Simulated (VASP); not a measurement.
# KTaO3: electric field gradients with PBE

The system is KTaO3.

```
CELL_PARAMETERS angstrom
4.00155 0.00000 0.00000
0.00000 4.00155 0.00000
0.00000 0.00000 4.00155
ATOMIC_POSITIONS crystal
K 0.50000 0.50000 0.50000
Ta 0.00000 0.00000 0.00000
O 0.50000 0.00000 0.00000
O 0.00000 0.50000 0.00000
O 0.00000 0.00000 0.50000
```

This cell differs from its parent crystal: volume scaled by 1.01.

| Item | Value |
| --- | --- |
| Program | VASP 6.6.1 |
| Task | electric field gradients |
| Functional | PBE |
| Potentials or basis | VASP PAW PBE potentials, release 64 (K_sv, Ta_pv, O) |
| Cutoff | 520 eV |
| k mesh | 5 × 5 × 5 |
| Occupations | fermi-dirac, width 0.01 eV |
| Spin | no spin polarisation |
| Dipole correction | no |
| Further INCAR settings | ALGO = Normal; EDIFF = 1e-08; NBANDS = 27 |

```yaml
Pressure: 4.0 GPa
Band_gap_on_the_k_mesh: 2.26 eV, indirect (least direct gap 2.78 eV)
```

Levels at points of the mesh, in eV from the valence-band top:
```
           k point  band 17  band 18  band 19  band 20  band 21  band 22
(0.00, 0.00, 0.00)    -0.52    -0.52    -0.52     2.26     2.26     2.26
```

Electric field gradients, principal values (V/Å²):
| atom | least | middle | greatest (by size) |
| --- | --- | --- | --- |
| 1 K | 0.000 | 0.000 | 0.000 |
| 2 Ta | 0.000 | 0.000 | 0.000 |
| 3 O | -10.623 | -10.623 | 21.245 |
| 4 O | -10.623 | -10.623 | 21.245 |
| 5 O | -10.623 | -10.623 | 21.245 |

Run time: 26 s on 1 thread of Intel(R) Xeon(R) Platinum 8259CL CPU @ 2.50GHz (Skylake/Cascade Lake) (shared host), peak memory 0.17 GiB.

Caveat: without QUAD_EFG the Cq values of the log hold for a quadrupole moment of 1 mb, not for the nuclei; spin-orbit coupling is left out, which moves the levels of the heavy elements. A k mesh can miss the band edges.
